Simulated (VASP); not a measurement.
Runs of VASP 6.6.1 on CdTe. The structure is that of space group P4/nmm (No. 129), or close to it. The cells are those of the table. 

| task | cell | k mesh | cutoff (eV) | smearing | k mesh for the DOS | occupations for the DOS | gap on the mesh (eV) | pressure (GPa) | largest force (eV/Å) |
| --- | --- | --- | --- | --- | --- | --- | --- | --- | --- |
| single point | a = 4.997, b = 4.997, c = 7.067 Å, 4 atoms | 4 × 4 × 4 | 520 | gaussian 0.1 eV | - | - | (b) | -3.1 | 0.73 |
| relaxation of cell and atoms | relaxed from a = 4.997, b = 4.997, c = 7.067 Å, 4 atoms | 4 × 4 × 4 | 600 | gaussian 0.1 eV | - | - | 1.02 | -0.1 | - |
| single point | a = 4.692, b = 4.692, c = 6.942 Å, 4 atoms | 4 × 4 × 4 | 520 | gaussian 0.1 eV | - | - | (a) | 0.1 | 0.02 |
| single point | a = 4.702, b = 4.702, c = 6.493 Å, 4 atoms | 6 × 6 × 4 | 520 | gaussian 0.02 eV | - | - | 0.92 | 0.1 | 0.04 |

Alike in all rows: level PBE; potentials or basis VASP PAW PBE potentials, release 64 (Cd, Te); no spin polarisation.

Question: Fill in the values left out.

Answer: (a) 1.05; (b) 0.63.

Caveats: spin-orbit coupling is left out, which moves the levels of the heavy elements.

A k mesh can miss the band edges, and the runs leave out spin-orbit coupling on Cd, Te.
